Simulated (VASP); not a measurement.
Input of a VASP 6.6.1 run:

POSCAR

```
Rh
1.0
    0.0000000000      1.8999524424      1.8999524424
    1.8999524424      0.0000000000      1.8999524424
    1.8999524424      1.8999524424      0.0000000000
Rh
1
Direct
    0.0000000000      0.0000000000      0.0000000000
```

Contents of INCAR.step1:

```
PREC = Accurate
ENCUT = 520
ISMEAR = 0
SIGMA = 0.1
LREAL = False
LASPH = True
NELM = 80
NBANDS = 14
GGA = PE
ALGO = Normal
EDIFF = 1E-4
LWAVE = True
LCHARG = False
```

Contents of INCAR.step2:

```
PREC = Accurate
ENCUT = 520
EDIFF = 1E-6
ISMEAR = 0
SIGMA = 0.1
LREAL = False
LASPH = True
NELM = 80
ALGO = Normal
ISIF = 2
LWAVE = False
LCHARG = True
METAGGA = R2SCAN
LMIXTAU = True
LELF = True
LVHAR = True
NBANDS = 14
ISTART = 1
```

KPOINTS

```
regular mesh
0
Gamma
  18 18 18
```

Potentials or basis: VASP PAW PBE potentials, release 64 (Rh_pv).

Command:

```sh
$ cat potpaw_PBE.64/Rh_pv/POTCAR > POTCAR
$ cp INCAR.step1 INCAR
$ mpirun -np 1 vasp_std > vasp.out
$ cp INCAR.step2 INCAR
$ mpirun -np 1 vasp_std > vasp.out
```

Task: Predict the pressure.

Result: 1.2 GPa.

Caveat: the PAW data sets were made with another functional, which shifts forces and pressure a little.
